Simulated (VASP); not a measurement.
# WCl4F2 (P1) in VASP: notebook, part 3 of 3

VASP 6.6.1. The steps go on from the part before.

## 4. Relaxation of cell and atoms, PBE

This run uses another cell than the first one, of 21.25 Å³/atom, 0.648 times its volume.

The input, INCAR:

```
SYSTEM = WCl4F2
PREC = Accurate
ENCUT = 600
EDIFF = 1E-6
ISMEAR = 0
SIGMA = 0.15
LREAL = .False.
LASPH = .True.
NELM = 80
ALGO = Normal
ISIF = 3
LWAVE = .False.
LCHARG = .False.
GGA = PE
IBRION = 2
NSW = 36
EDIFFG = -0.08
```

The input, KPOINTS:

```
regular mesh
0
Gamma
  3 3 3
  0 0 0
```

The input, POSCAR:

```
WCl4F2
1.0
    5.7456831800      0.0000000000      0.0000000000
    2.8728415900      4.9759076000      0.0000000000
    2.8728415900      1.6586358700      5.2023656400
W Cl F
1 4 2
Direct
    0.0000000000      0.0000000000      0.0000000000
    0.4130000000      0.7470000000      0.7600000000
    0.9200000000      0.5870000000      0.2400000000
    0.0800000000      0.4130000000      0.7600000000
    0.7470000000      0.0800000000      0.7600000000
    0.6610000000      0.2070000000      0.1980000000
    0.2070000000      0.9340000000      0.1980000000
```

Potentials or basis: VASP PAW PBE potentials, release 64 (W_sv, Cl, F).

Run with:

```bash
$ cat potpaw_PBE.64/W_sv/POTCAR potpaw_PBE.64/Cl/POTCAR potpaw_PBE.64/F/POTCAR > POTCAR
$ mpirun -np 1 vasp_std > vasp.out
```

OUTCAR:

```text
SYSTEM = WCl4F2
   PREC = Accurate
   ENCUT = 600
   EDIFF = 1E-6
   ISMEAR = 0
   LREAL = .False.
   LASPH = .True.
   NELM = 80
   ISIF = 3
   GGA = PE
   IBRION = 2
   NSW = 36
   EDIFFG = -0.08

 ion  position               nearest neighbor table
   1  0.000  0.000  0.000-   7 1.88   6 1.88   5 2.28   4 2.28   3 2.28   2 2.28
   2  0.413  0.747  0.760-   1 2.28
   3  0.920  0.587  0.240-   1 2.28
   4  0.080  0.413  0.760-   1 2.28
   5  0.747  0.080  0.760-   1 2.28
   6  0.661  0.207  0.198-   1 1.88
   7  0.207  0.934  0.198-   1 1.88

  LATTYP: Found a trigonal (rhomboedric) cell.
 ALAT       =     6.1700000002
 COS(alpha) =     0.5664062364

  Lattice vectors:

 A1 = (  -2.8728415900,   1.6586358700,   5.2023656400)
 A2 = (  -0.0000000000,  -3.3172717300,   5.2023656400)
 A3 = (   2.8728415900,   1.6586358700,   5.2023656400)

Analysis of symmetry for initial positions (statically):
=====================================================================
 Subroutine PRICEL returns:
 Original cell was already a primitive cell.

 Routine SETGRP: Setting up the symmetry group for a
 trigonal (rhombohedral) supercell.

 Subroutine GETGRP returns: Found  1 space group operations
 (whereof  1 operations were pure point group operations)
 out of a pool of 12 trial point group operations.

The static configuration has the point symmetry C_1 .

Analysis of symmetry for dynamics (positions and initial velocities):
=====================================================================
 Subroutine PRICEL returns:
 Original cell was already a primitive cell.

 Routine SETGRP: Setting up the symmetry group for a
 trigonal (rhombohedral) supercell.

 Subroutine GETGRP returns: Found  1 space group operations
 (whereof  1 operations were pure point group operations)
 out of a pool of 12 trial point group operations.

The dynamic configuration has the point symmetry C_1 .

 Subroutine INISYM returns: Found  1 space group operations
 (whereof  1 operations are pure point group operations),
 and found     1 'primitive' translations

[... 130 lines left out ...]
 NGX is ok and might be reduce to    48
   NGX = 23   NGY = 23   NGZ = 25

--------------------------------------- Ionic step        1  -------------------------------------------

 number of electron      55.9999998 magnetization

 Free energy of the ion-electron system (eV)
  ---------------------------------------------------
  ext. energy  EPLUGINS =         0.00000000
  ---------------------------------------------------
  free energy    TOTEN  =       -33.59623715 eV

  energy without entropy =      -33.59623715  energy(sigma->0) =      -33.59623715

------------------------ aborting loop because EDIFF is reached ----------------------------------------

  FORCE on cell =-STRESS in cart. coord.  units (eV):
  Direction    XX          YY          ZZ          XY          YZ          ZX
  --------------------------------------------------------------------------------------
  -------------------------------------------------------------------------------------
  Total        2.4094266      2.4495945      5.2362726     -0.0380030      0.3277597      0.2528502
  in kB       25.9543060     26.3869948     56.4050485     -0.4093681      3.5306228      2.7236985
  external PRESSURE =      36.2487831 kB  Pullay stress =       0.0000000 kB
[... 104 lines left out ...]
  FREE ENERGIE OF THE ION-ELECTRON SYSTEM (eV)
  ---------------------------------------------------
  free  energy   TOTEN  =       -33.7094972120 eV

  energy  without entropy=      -33.7094972120  energy(sigma->0) =      -33.70949721

 E-fermi :   0.0136     XC(G=0):  -8.2369

 val. band max:       -0.6462798274   @ k =   0.0000   0.0000   0.3333
 cond. band min:       1.3740522417   @ k =   0.3333   0.0000   0.0000
 fundamental gap:      2.0203320690
 Fermi energy:         0.0136474745

 k-point     1 :       0.0000    0.0000    0.0000
  band No.  band energies     occupation
      1     -75.8304      2.00000
      2     -39.9822      2.00000
      3     -39.9704      2.00000
      4     -39.8376      2.00000
      5     -22.5688      2.00000
      6     -22.4451      2.00000
[... 493 lines left out ...]
     32       4.8373      0.00000
     33       5.6241      0.00000

[... ionic steps 4 to 17 ...]

--------------------------------------- Ionic step       18  -------------------------------------------

 number of electron      55.9999998 magnetization

------------------------ aborting loop because EDIFF is reached ----------------------------------------
[... 77 lines left out ...]
--------------------------------------- Ionic step       20  -------------------------------------------

 number of electron      55.9999997 magnetization

 Free energy of the ion-electron system (eV)
  ---------------------------------------------------
  ext. energy  EPLUGINS =         0.00000000
  ---------------------------------------------------
  free energy    TOTEN  =       -34.13230497 eV

  energy without entropy =      -34.13230497  energy(sigma->0) =      -34.13230497

 E-fermi :  -1.3218     XC(G=0):  -7.2842

 val. band max:       -2.1625369382   @ k =   0.0000   0.3333   0.0000
 cond. band min:       0.1109666817   @ k =   0.0000   0.0000   0.0000
 fundamental gap:      2.2735036200
 Fermi energy:        -1.3218297128

 k-point     1 :       0.0000    0.0000    0.0000
  band No.  band energies     occupation
      1     -77.1735      2.00000
      2     -41.3281      2.00000
      3     -41.3136      2.00000
      4     -41.1888      2.00000
      5     -23.8921      2.00000
      6     -23.7823      2.00000
[... 527 lines left out ...]
  FREE ENERGIE OF THE ION-ELECTRON SYSTEM (eV)
  ---------------------------------------------------
  free  energy   TOTEN  =       -34.1323049698 eV

  energy  without entropy=      -34.1323049698  energy(sigma->0) =      -34.13230497

 reached required accuracy - stopping structural energy minimisation
```

CONTCAR:

```text
WCl4F2
   1.00000000000000
     6.2971352003045045   -0.0026115713099784    0.0203541331681249
     3.1462743162808566    5.5132195089161433    0.0339605879790188
     3.1675899950633069    1.8659540943943451    5.7540950467566754
  W               Cl              F
     1     4     2
Direct
     0.0023625366237629    0.9963316147939347    0.9926736302900299
     0.3783674205130111    0.7805971255122648    0.7695400805474631
     0.9188676237582653    0.6279328896467227    0.2362574502218203
     0.0811098121669520    0.3714060217188043    0.7702929920697125
     0.7723031672874791    0.0818960916573284    0.7700759881351809
     0.7006913806916988    0.1737685366397725    0.1876135116362988
     0.1742980589588294    0.9360677200311694    0.1895463470994913

  0.00000000E+00  0.00000000E+00  0.00000000E+00
  0.00000000E+00  0.00000000E+00  0.00000000E+00
  0.00000000E+00  0.00000000E+00  0.00000000E+00
  0.00000000E+00  0.00000000E+00  0.00000000E+00
  0.00000000E+00  0.00000000E+00  0.00000000E+00
  0.00000000E+00  0.00000000E+00  0.00000000E+00
  0.00000000E+00  0.00000000E+00  0.00000000E+00
```

Wall time 11 min (1 thread of Intel Xeon 6975P-C (Granite Rapids), shared host); peak memory 0.39 GiB.

Results:

```yaml
Free_energy: -34.1323 eV
Relaxed_volume: 28.45 Å³/atom
Relaxed_cell: a = 6.297 Å, b = 6.348 Å, c = 6.828 Å, α = 61.85°, β = 62.19°, γ = 60.31°
Space_group_after_relaxing_to_0.05_Å: P1 (No. 1)
Energy_gained_by_relaxing: 76.6 meV/atom
Ionic_steps: 20
Pressure_after_relaxing: 0.1 GPa
Largest_force_after_relaxing: 0.046 eV/Å
Band_gap_on_the_k_mesh: 2.27 eV, indirect (least direct gap 2.31 eV)
```

Forces in eV/Å, atoms in the order of the input:
```
W    0.020  0.013 -0.007
Cl  -0.027  0.011  0.024
Cl  -0.034 -0.023 -0.006
Cl   0.008  0.001  0.045
Cl   0.026 -0.016  0.011
F    0.008  0.005 -0.027
F   -0.001  0.009 -0.039
```

Stress tensor (GPa, compression positive):
```
 0.13  0.07  0.00
 0.07  0.20 -0.02
 0.00 -0.02 -0.08
```

Step by step:
| step | energy change (eV) | largest force (eV/Å) | pressure (GPa) | volume (Å³) |
| --- | --- | --- | --- | --- |
| 1 | 0.0000 | 1.1097 | 3.62 | 148.74 |
| 2 | -0.0509 | 1.8302 | -2.66 | 159.31 |
| 3 | -0.1133 | 1.0473 | -0.25 | 154.60 |
| 4 | -0.2622 | 0.6705 | 0.24 | 159.10 |
| 5 | -0.3143 | 0.4299 | 0.80 | 163.90 |
| 6 | -0.3814 | 0.5509 | 0.87 | 169.04 |
| 7 | -0.4026 | 1.5233 | 1.16 | 175.49 |
| 8 | -0.4299 | 1.2426 | 0.75 | 178.24 |
| 9 | -0.4770 | 0.7185 | -0.28 | 186.62 |
| 10 | -0.4826 | 0.7460 | -0.70 | 190.41 |
| 11 | -0.5103 | 0.4590 | -0.33 | 191.87 |
| 12 | -0.5252 | 0.1307 | 0.19 | 193.78 |
| 13 | -0.5253 | 0.1396 | 0.24 | 193.93 |
| 14 | -0.5275 | 0.1248 | 0.19 | 194.55 |
| 15 | -0.5310 | 0.1576 | 0.04 | 196.43 |
| 16 | -0.5312 | 0.2167 | 0.00 | 196.98 |
| 17 | -0.5332 | 0.1567 | -0.02 | 197.58 |
| 18 | -0.5351 | 0.1365 | -0.08 | 199.37 |
| 19 | -0.5352 | 0.1066 | -0.07 | 199.02 |
| 20 | -0.5361 | 0.0457 | 0.08 | 199.18 |

Final structure:
```cif
data_structure
_symmetry_space_group_name_H-M 'P 1'
_symmetry_Int_Tables_number 1
_cell_length_a 6.2972
_cell_length_b 6.3479
_cell_length_c 6.8283
_cell_angle_alpha 61.851
_cell_angle_beta 62.192
_cell_angle_gamma 60.311
_cell_volume 199.18
loop_
_atom_site_label
_atom_site_type_symbol
_atom_site_fract_x
_atom_site_fract_y
_atom_site_fract_z
_atom_site_occupancy
W1 W 0.00236 0.99633 0.99267 1
Cl1 Cl 0.37837 0.78060 0.76954 1
Cl2 Cl 0.91887 0.62793 0.23626 1
Cl3 Cl 0.08111 0.37141 0.77029 1
Cl4 Cl 0.77230 0.08190 0.77008 1
F1 F 0.70069 0.17377 0.18761 1
F2 F 0.17430 0.93607 0.18955 1
```

Levels at points of the mesh, in eV from the valence-band top:
```tsv
k point	band 25	band 26	band 27	band 28	band 29	band 30	band 31	band 32
(0.00, 0.00, 0.00)	-0.46	-0.22	-0.10	-0.03	2.27	2.42	2.64	5.98
```

Caveat: the k points lie up to 0.40 Å⁻¹ apart in the final cell; the volume moved by over 15 % at a fixed basis, so the end points are rough; spin-orbit coupling is left out, which moves the levels of the heavy elements; the relaxation stopped at a loose force limit of 0.08 eV/Å, so its end isn't a converged minimum.

## 5. The runs side by side

```csv
task,cell,k mesh,cutoff (eV),smearing,gap on the mesh (eV),pressure (GPa),largest force (eV/Å)
single point,"a = 6.550, b = 6.746, c = 6.972 Å, angles 61.1, 64.3, 62.2°, 7 atoms",4 × 4 × 2,520,gaussian 0.1 eV,2.34,0.2,0.57
single point,"a = 6.560, b = 6.800, c = 6.972 Å, angles 61.6, 63.0, 62.1°, 7 atoms",4 × 4 × 2,520,gaussian 0.1 eV,2.35,0.2,0.57
relaxation of cell and atoms,"relaxed from a = 5.746, b = 5.746, c = 6.170 Å, angles 62.2, 62.3, 60.0°, 7 atoms",3 × 3 × 3,600,gaussian 0.15 eV,2.27,0.1,0.05
```

Alike in all rows: level PBE; potentials or basis VASP PAW PBE potentials, release 64 (W_sv, Cl, F); no spin polarisation.

Caveats: all runs use coarse meshes; spin-orbit coupling is left out, which moves the levels of the heavy elements; the volume moved by over 15 % at a fixed basis, so the end points are rough (some runs); the relaxation stopped at a loose force limit of 0.08 eV/Å, so its end isn't a converged minimum (some runs).

Absolute energies hang on the potentials; compare differences alone.
